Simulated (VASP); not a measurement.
Wanted: the native input for a VASP 6.6.1 run.

| Quantity | Value |
| --- | --- |
| Task | density of states |
| Functional | PBE |
| Potentials or basis | VASP PAW PBE potentials, release 64 (Mg, H) |
| Cutoff | 520 eV |
| k mesh | 6 × 6 × 8 |
| Occupations | gaussian, width 0.02 eV |
| Spin | no spin polarisation |
| Dipole correction | no |
| k mesh for the DOS | 9 × 9 × 12 |
| Occupations for the DOS | tetrahedron |
| Further INCAR settings | ALGO = Normal; EDIFF = 1e-06 |

The system is MgH2.

```
CELL_PARAMETERS angstrom
4.51701 0.00000 0.00000
0.00000 4.51701 0.00000
0.00000 0.00000 3.01287
ATOMIC_POSITIONS crystal
Mg 0.50000 0.50000 0.50000
Mg 0.00000 0.00000 0.00000
H 0.69568 0.69568 0.00000
H 0.80432 0.19568 0.50000
H 0.30432 0.30432 0.00000
H 0.19568 0.80432 0.50000
```

The input as run:

POSCAR

```
MgH2
1.0
    4.5170125583      0.0000000000      0.0000000000
    0.0000000000      4.5170125583      0.0000000000
    0.0000000000      0.0000000000      3.0128675426
Mg H
2 4
Direct
    0.5000000000      0.5000000000      0.5000000000
    0.0000000000      0.0000000000      0.0000000000
    0.6956845851      0.6956845851      0.0000000000
    0.8043154149      0.1956845851      0.5000000000
    0.3043154149      0.3043154149      0.0000000000
    0.1956845851      0.8043154149      0.5000000000
```

INCAR.step1

```
PREC = Accurate ; ENCUT = 520
EDIFF = 1E-6 ; ISMEAR = 0
SIGMA = 0.02 ; LREAL = F
LASPH = T ; NELM = 100
ALGO = Normal ; ISIF = 2
LWAVE = F ; LCHARG = T
GGA = PE ; NBANDS = 13
```

KPOINTS.step1

```
Automatic mesh
0
Gamma
  6 6 8
```

INCAR.step2

```
PREC = Accurate ; ENCUT = 520
EDIFF = 1E-6 ; ISMEAR = -5
SIGMA = 0.02 ; LREAL = F
LASPH = T ; NELM = 100
ALGO = Normal ; ISIF = 2
LWAVE = F ; LCHARG = F
GGA = PE ; LORBIT = 10
NEDOS = 2001 ; ICHARG = 11
```

KPOINTS.step2

```
Automatic mesh
0
Gamma
  9 9 12
```

Potentials or basis: VASP PAW PBE potentials, release 64 (Mg, H).

Command:

```bash
$ cat potpaw_PBE.64/Mg/POTCAR potpaw_PBE.64/H/POTCAR > POTCAR
$ cp INCAR.step1 INCAR
$ cp KPOINTS.step1 KPOINTS
$ mpirun -np 1 vasp_std > vasp.out
$ cp INCAR.step2 INCAR
$ cp KPOINTS.step2 KPOINTS
$ mpirun -np 1 vasp_std > vasp.out
```

It gave:

The valence electrons inside the program's atomic spheres are Mg 0.34; H 0.57.

Wall time 21 s on 1 thread of Intel(R) Xeon(R) 6975P-C (Granite Rapids), on a shared host, peak memory 0.2 GiB.
